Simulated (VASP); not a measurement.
# Li (Fm-3m) in VASP: further runs

Runs on Li. Level: r2SCAN. Tasks: single point.

Everything below comes from runs of VASP 6.6.1. Logs are shortened: lines on timing, memory, paths and dates and some standing lists are left out, and cuts for length are marked.

## 1. The cell of the first run

The structure is cubic, space group Fm-3m (No. 225). The conventional cell has a = 4.382 Å, b = 4.382 Å, c = 4.382 Å, α = 90.00°, β = 90.00°, γ = 90.00°. Within 4.1 Å of Li (site symmetry m-3m) lie 12 Li at 3.10 Å.

This isn't the form of Li at room conditions, which is bcc.

## 2. Single point, r2SCAN

Contents of POSCAR:

```
Li
1.0
    0.0000000000      2.1909341060      2.1909341060
    2.1909341060      0.0000000000      2.1909341060
    2.1909341060      2.1909341060      0.0000000000
Li
1
Direct
    0.0000000000      0.0000000000      0.0000000000
```

Contents of INCAR.step1:

```
ALGO = Normal ; EDIFF = 1E-5
ENCUT = 830 ; GGA = PE
GGA_COMPAT = False ; ISMEAR = 0
LASPH = True ; LCHARG = False
LREAL = False ; LWAVE = True
NBANDS = 8 ; NELM = 120
PREC = Accurate ; SIGMA = 0.05
```

Contents of INCAR.step2:

```
ALGO = Normal ; EDIFF = 1E-6
ENCUT = 830 ; GGA_COMPAT = False
ISIF = 2 ; ISMEAR = 0
ISTART = 1 ; LASPH = True
LCHARG = False ; LMIXTAU = True
LREAL = False ; LWAVE = False
METAGGA = R2SCAN ; NBANDS = 8
NELM = 120 ; PREC = Accurate
SIGMA = 0.05
```

Contents of KPOINTS:

```
k-points
0
Gamma
  8 8 8
```

Potentials or basis: VASP PAW PBE potentials, release 64 (Li_sv).

Launch:

```sh
cat potpaw_PBE.64/Li_sv/POTCAR > POTCAR
cp INCAR.step1 INCAR
mpirun -np 1 vasp_std > vasp.out
cp INCAR.step2 INCAR
mpirun -np 1 vasp_std > vasp.out
```

OUTCAR:

```text
EDIFF = 1E-6
   ENCUT = 830
   ISIF = 2
   ISMEAR = 0
   ISTART = 1
   LASPH = True
   LREAL = False
   METAGGA = R2SCAN
   NELM = 120
   PREC = Accurate

 ion  position               nearest neighbor table
   1  0.000  0.000  0.000-

  LATTYP: Found a face centered cubic cell.
 ALAT       =     4.3818682120

  Lattice vectors:

 A1 = (   0.0000000000,   2.1909341060,   2.1909341060)
 A2 = (   2.1909341060,   0.0000000000,   2.1909341060)
 A3 = (   2.1909341060,   2.1909341060,   0.0000000000)

Analysis of symmetry for initial positions (statically):
=====================================================================
 Subroutine PRICEL returns:
 Original cell was already a primitive cell.

 Routine SETGRP: Setting up the symmetry group for a
 face centered cubic supercell.

 Subroutine GETGRP returns: Found 48 space group operations
 (whereof 48 operations were pure point group operations)
 out of a pool of 48 trial point group operations.

The static configuration has the point symmetry O_h .

Analysis of symmetry for dynamics (positions and initial velocities):
=====================================================================
 Subroutine PRICEL returns:
 Original cell was already a primitive cell.

 Routine SETGRP: Setting up the symmetry group for a
 face centered cubic supercell.

 Subroutine GETGRP returns: Found 48 space group operations
 (whereof 48 operations were pure point group operations)
 out of a pool of 48 trial point group operations.

The dynamic configuration has the point symmetry O_h .

 Subroutine INISYM returns: Found 48 space group operations
 (whereof 48 operations are pure point group operations),
 and found     1 'primitive' translations

----------------------------------------------------------------------------------------

                                     Primitive cell

  volume of cell :      21.0338

  direct lattice vectors                    reciprocal lattice vectors
     0.000000000  2.190934106  2.190934106    -0.228213162  0.228213162  0.228213162
     2.190934106  0.000000000  2.190934106     0.228213162 -0.228213162  0.228213162
     2.190934106  2.190934106  0.000000000     0.228213162  0.228213162 -0.228213162

  length of vectors
     3.098448727  3.098448727  3.098448727     0.395276791  0.395276791  0.395276791

  position of ions in fractional coordinates (direct lattice)
     0.000000000  0.000000000  0.000000000

  ion indices of the primitive-cell ions
   primitive index   ion index
                 1           1

----------------------------------------------------------------------------------------

 KPOINTS: k-points

Automatic generation of k-mesh.
 Grid dimensions read from file:
 generate k-points for:    8    8    8

 Generating k-lattice:

  Cartesian coordinates                     Fractional coordinates (reciprocal lattice)
    -0.028526645  0.028526645  0.028526645     0.125000000  0.000000000  0.000000000
     0.028526645 -0.028526645  0.028526645     0.000000000  0.125000000  0.000000000
     0.028526645  0.028526645 -0.028526645     0.000000000  0.000000000  0.125000000

  Length of vectors
     0.049409599  0.049409599  0.049409599

  Shift w.r.t. Gamma in fractional coordinates (k-lattice)
     0.000000000  0.000000000  0.000000000

 Subroutine IBZKPT returns following result:
 ===========================================

 Found     29 irreducible k-points:

 Following reciprocal coordinates:
            Coordinates               Weight
  0.000000  0.000000  0.000000      1.000000
  0.125000  0.000000  0.000000      8.000000
  0.250000  0.000000  0.000000      8.000000
  0.375000  0.000000  0.000000      8.000000
  0.500000  0.000000  0.000000      4.000000
  0.125000  0.125000  0.000000      6.000000
[... 16 lines left out ...]
  0.500000  0.250000  0.125000     48.000000
 -0.375000  0.250000  0.125000     24.000000
 [... further k-points ...]
   k-points           NKPTS =     29   k-points in BZ     NKDIM =     29   number of bands    NBANDS=      8
   number of dos      NEDOS =    301   number of ions     NIONS =      1
   total plane-waves  NPLWV =  27000
   dimension x,y,z NGX =    30 NGY =   30 NGZ =   30
   dimension x,y,z NGXF=    60 NGYF=   60 NGZF=   60
   ions per type =               1
   NGX,Y,Z   is equivalent  to a cutoff of  16.10, 16.10, 16.10 a.u.
   NGXF,Y,Z  is equivalent  to a cutoff of  32.19, 32.19, 32.19 a.u.
 SYSTEM =  unknown system
   PREC   = accura    normal or accurate (medium, high low for compatibility)
   ISTART =      1    job   : 0-new  1-cont  2-samecut
   ICHARG =      0    charge: 1-file 2-atom 10-const
   ISPIN  =      1    spin polarized calculation?
   LNONCOLLINEAR =      F non collinear calculations
   LSORBIT =      F    spin-orbit coupling
   LASPH  =      T    aspherical Exc in radial PAW
   ENCUT  =  830.0 eV  61.00 Ry    7.81 a.u.   7.28  7.28  7.28*2*pi/ulx,y,z
   NELM   =    120;   NELMIN=  2; NELMDL=  0     # of ELM steps
   EDIFF  = 0.1E-05   stopping-criterion for ELM
   LREAL  =      F    real-space projection
   EDIFFG = 0.1E-04   stopping-criterion for IOM
   NSW    =      0    number of steps for IOM
   IBRION =     -1    ionic relax: 0-MD 1-quasi-New 2-CG
   NFREE  =      0    steps in history (QN), initial steepest desc. (CG)
   ISIF   =      2    stress and relaxation
   ISYM   =      2    0-nonsym 1-usesym 2-fastsym
   POTIM  = 0.5000    time-step for ionic-motion
   TEBEG  =    0.0;   TEEND  =   0.0 temperature during run
   PSTRESS=    0.0 pullay stress
   NELECT =       3.0000    total number of electrons
   NUPDOWN=      -1.0000    fix difference up-down
   EMIN   =  10.00;   EMAX   =-10.00  energy-range for DOS
   EFERMI =   0.00;   METHOD = LEGACY
   ISMEAR =     0;   SIGMA  =   0.05  broadening in eV -4-tet -1-fermi 0-gaus
   EFERMI_NEDOS =   21; number of points for ismear=-14 and -15
   IALGO  =     38    algorithm
   IMIX   =      4    mixing-type and parameters
     AMIX     =   0.40;   BMIX     =  1.00
     AMIX_MAG =   1.60;   BMIX_MAG =  1.00
  volume/ion in A,a.u.               =      21.03       141.94
  Fermi-wavevector in a.u.,A,eV,Ry     =   0.855348  1.616372  9.954286  0.731619
  Thomas-Fermi vector in A             =   1.972083
   LORBIT       =      0    0 simple, 1 ext, 2 COOP (PROOUT), +10 PAW based schemes
   METAGGA = R2SCAN    functional components
   LHFCALC =     F    Hartree Fock is set to
   AEXX    =    0.0000 exact exchange contribution
   IVDW    =     0    specifies the selected vdW correction
   LEPSILON=     F    determine dielectric tensor
   LRPA    =     F    only Hartree local field effects (RPA)
 non-spin polarized calculation
 Gauss-broadening in eV      SIGMA  =   0.05
  energy-cutoff  :      830.00
  volume of cell :       21.03
 maximum number of plane-waves:      1158
 NGX is ok and might be reduce to    30
   NGX = 15   NGY = 15   NGZ = 15

 number of electron       2.9999999 magnetization

 Free energy of the ion-electron system (eV)
  ---------------------------------------------------
  ext. energy  EPLUGINS =         0.00000000
  ---------------------------------------------------
  free energy    TOTEN  =        -2.38120788 eV

  energy without entropy =       -2.38086988  energy(sigma->0) =       -2.38103888

 E-fermi :   0.3268     XC(G=0):  -7.3518

 val. band max:        0.3265763396   @ k =   0.3750   0.3750   0.0000
 cond. band min:       0.5364049037   @ k =   0.5000   0.0000   0.0000
 fundamental gap:      0.2098285641
 Fermi energy:         0.3267899502

 k-point     1 :       0.0000    0.0000    0.0000
  band No.  band energies     occupation
      1     -47.5918      2.00000
      2      -3.2983      2.00000
      3      16.1040      0.00000
      4      16.1040      0.00000
      5      16.1040      0.00000
      6      19.4645      0.00000
      7      19.4645      0.00000
      8      19.4645      0.00000

 k-point     2 :       0.1250    0.0000    0.0000
  band No.  band energies     occupation
      1     -47.5894      2.00000
      2      -2.9974      2.00000
      3      13.1404      0.00000
      4      15.4583      0.00000
      5      15.4583      0.00000
      6      18.9485      0.00000
      7      20.5600      0.00000
      8      20.5600      0.00000

 k-point     3 :       0.2500    0.0000    0.0000
  band No.  band energies     occupation
      1     -47.5835      2.00000
      2      -2.0987      2.00000
      3       8.9728      0.00000
      4      14.6607      0.00000
      5      14.6607      0.00000
      6      19.3737      0.00000
      7      20.0763      0.00000
      8      20.0763      0.00000

 k-point     4 :       0.3750    0.0000    0.0000
  band No.  band energies     occupation
      1     -47.5777      2.00000
      2      -0.6626      2.00000
      3       5.4585      0.00000
      4      14.2814      0.00000
      5      14.2814      0.00000
      6      18.4096      0.00000
      7      18.4096      0.00000
      8      18.9188      0.00000

 k-point     5 :       0.5000    0.0000    0.0000
  band No.  band energies     occupation
      1     -47.5752      2.00000
      2       0.5364      0.00000
      3       3.5555      0.00000
      4      14.2089      0.00000
      5      14.2089      0.00000
      6      17.7571      0.00000
      7      17.7571      0.00000
      8      18.5918      0.00000
[... 177 lines left out ...]
 k-point    22 :       0.3750    0.2500    0.1250
  band No.  band energies     occupation
      1     -47.5792      2.00000
      2      -1.2805      2.00000
      3       8.8593      0.00000
      4      10.6027      0.00000
      5      13.6550      0.00000
      6      17.3644      0.00000
      7      17.4210      0.00000
      8      22.7263      0.00000

 k-point    23 :       0.5000    0.2500    0.1250
  band No.  band energies     occupation
      1     -47.5745      2.00000
      2       0.2052      1.99942
      3       5.8652      0.00000
      4       9.8511      0.00000
      5      12.0363      0.00000
      6      16.9266      0.00000
      7      19.8487      0.00000
      8      22.2061      0.00000

 k-point    24 :      -0.3750    0.2500    0.1250
  band No.  band energies     occupation
      1     -47.5726      2.00000
      2       1.5689      0.00000
      3       3.8668      0.00000
      4       9.8024      0.00000
      5      11.3816      0.00000
      6      16.7466      0.00000
      7      20.4892      0.00000
      8      24.2429      0.00000

 [... further k-points ...]

------------------------ aborting loop because EDIFF is reached ----------------------------------------

  FORCE on cell =-STRESS in cart. coord.  units (eV):
  Direction    XX          YY          ZZ          XY          YZ          ZX
  --------------------------------------------------------------------------------------
  -------------------------------------------------------------------------------------
  Total       -0.0164079     -0.0164079     -0.0164079     -0.0000000      0.0000000     -0.0000000
  in kB       -1.2498147     -1.2498147     -1.2498147     -0.0000000      0.0000000     -0.0000000
  external PRESSURE =      -1.2498147 kB  Pullay stress =       0.0000000 kB

 VOLUME and BASIS-vectors are now :
 -----------------------------------------------------------------------------
  energy-cutoff  :      830.00
  volume of cell :       21.03
      direct lattice vectors                 reciprocal lattice vectors
     0.000000000  2.190934106  2.190934106    -0.228213162  0.228213162  0.228213162
     2.190934106  0.000000000  2.190934106     0.228213162 -0.228213162  0.228213162
     2.190934106  2.190934106  0.000000000     0.228213162  0.228213162 -0.228213162

 POSITION                                       TOTAL-FORCE (eV/Angst)
 -----------------------------------------------------------------------------------
      0.00000      0.00000      0.00000        -0.000000      0.000000      0.000000
 -----------------------------------------------------------------------------------
    total drift:                               -0.000000     -0.000000      0.000000

  FREE ENERGIE OF THE ION-ELECTRON SYSTEM (eV)
  ---------------------------------------------------
  free  energy   TOTEN  =        -2.3812078792 eV

  energy  without entropy=       -2.3808698838  energy(sigma->0) =       -2.38103888
```

Run time: 52 s. Hardware: 1 thread of Intel Xeon 8259CL, shared host; peak memory 0.16 GiB.

Results:

| Item | Value |
| --- | --- |
| Free energy | -2.3812 eV |
| Pressure | -0.1 GPa |
| Band gap on the k mesh | zero (an odd number of electrons rules out a gap without spin polarisation) |

Levels at points of the mesh, in eV from the Fermi level:
| k point | band 1 | band 2 | band 3 | band 4 | band 5 | band 6 |
| --- | --- | --- | --- | --- | --- | --- |
| (0.00, 0.00, 0.00) | -47.92 | -3.63 | 15.78 | 15.78 | 15.78 | 19.14 |
| (0.50, 0.00, 0.00) | -47.90 | 0.21 | 3.23 | 13.88 | 13.88 | 17.43 |
| (0.50, 0.50, 0.00) | -47.90 | 1.86 | 5.09 | 9.27 | 9.27 | 11.21 |

Caveat: the PAW data sets were made with another functional, which shifts forces and pressure a little.

[end of part 1 of 2]

The gap in the log of VASP goes by the Fermi energy; the results here count the filled bands.